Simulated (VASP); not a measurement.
A run of VASP 6.6.1 is set up as follows.

File INCAR:

```
PREC     = Accurate       # precision mode
ENCUT    = 520            # plane-wave cutoff, eV
EDIFF    = 1E-6           # SCF threshold, eV
ISMEAR   = -1             # smearing method
SIGMA    = 0.1            # smearing width, eV
LREAL    = False          # projectors in reciprocal space
LASPH    = True           # aspherical terms in the spheres
NELM     = 80             # most SCF steps
ALGO     = Normal         # electronic algorithm
ISIF     = 2              # what is computed and relaxed
LWAVE    = False          # write WAVECAR
LCHARG   = False          # write CHGCAR
GGA      = PE             # functional
NBANDS   = 13             # bands
```

The input KPOINTS:

```
Automatic mesh
0
Gamma
  19 19 19
```

The input POSCAR:

```
Mo
1.0
   -1.5804199559      1.5804199559      1.5804199559
    1.5804199559     -1.5804199559      1.5804199559
    1.5804199559      1.5804199559     -1.5804199559
Mo
1
Direct
    0.0000000000      0.0000000000      0.0000000000
```

Potentials or basis: VASP PAW PBE potentials, release 64 (Mo_sv).

The run is started by

```sh
$ cat potpaw_PBE.64/Mo_sv/POTCAR > POTCAR
$ mpirun -np 1 vasp_std > vasp.out
```

Predict the band gap on the k mesh.

zero (band 7 reaches 16.17 eV, above the bottom of band 8 at 11.09 eV).

What does it give for the pressure?

0.5 GPa.
